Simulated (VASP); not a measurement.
Input of a VASP 6.6.1 run:

The input POSCAR:

```
Au
1.0
    0.0000000000      2.0350000000      2.0350000000
    2.0350000000      0.0000000000      2.0350000000
    2.0350000000      2.0350000000      0.0000000000
Au
1
Direct
    0.0000000000      0.0000000000      0.0000000000
```

Contents of INCAR.step1:

```
PREC = Accurate ; ENCUT = 600
EDIFF = 1E-5 ; ISMEAR = -1
SIGMA = 0.05 ; LREAL = F
LASPH = T ; NELM = 100
ALGO = Normal ; LWAVE = T
LCHARG = F ; GGA = PE
NBANDS = 12
```

File INCAR.step2:

```
PREC = Accurate ; ENCUT = 600
EDIFF = 1E-7 ; ISMEAR = -1
SIGMA = 0.05 ; LREAL = F
LASPH = T ; NELM = 100
ALGO = Normal ; ISIF = 3
LWAVE = F ; LCHARG = F
GGA = PE ; LHFCALC = T
AEXX = 0.25 ; HFSCREEN = 0.3
PRECFOCK = Normal ; IBRION = 2
NSW = 60 ; EDIFFG = -0.01
ISTART = 1
```

The input KPOINTS:

```
Automatic mesh
0
Gamma
  6 6 6
```

Potentials or basis: VASP PAW PBE potentials, release 64 (Au).

Command:

```console
$ cat potpaw_PBE.64/Au/POTCAR > POTCAR
$ cp INCAR.step1 INCAR
$ mpirun -np 1 vasp_std > vasp.out
$ cp INCAR.step2 INCAR
$ mpirun -np 1 vasp_std > vasp.out
```

Q: What does it give for the relaxed volume?

A: 17.76 Å³/atom.

Q: What does it give for the space group after relaxing (to 0.1 Å)?

A: Fm-3m (No. 225).

Q: Predict the relaxed cell.

A: a = 2.928 Å, b = 2.928 Å, c = 2.928 Å, α = 60.00°, β = 60.00°, γ = 60.00°.

The path:
```tsv
step	energy change (eV)	largest force (eV/Å)	pressure (GPa)	volume (Å³)
1	0.0000	0.0000	8.83	16.85
2	0.0218	0.0000	-8.89	19.22
3	-0.0235	0.0000	-0.12	17.77
4	-0.0235	0.0000	0.03	17.76
```

Caveat: the k points lie up to 0.44 Å⁻¹ apart in the final cell, too coarse for converged energies and pressures of a metal; the PAW data sets were made with another functional, which shifts forces and pressure a little. Zero-point motion and thermal expansion aren't in these numbers.
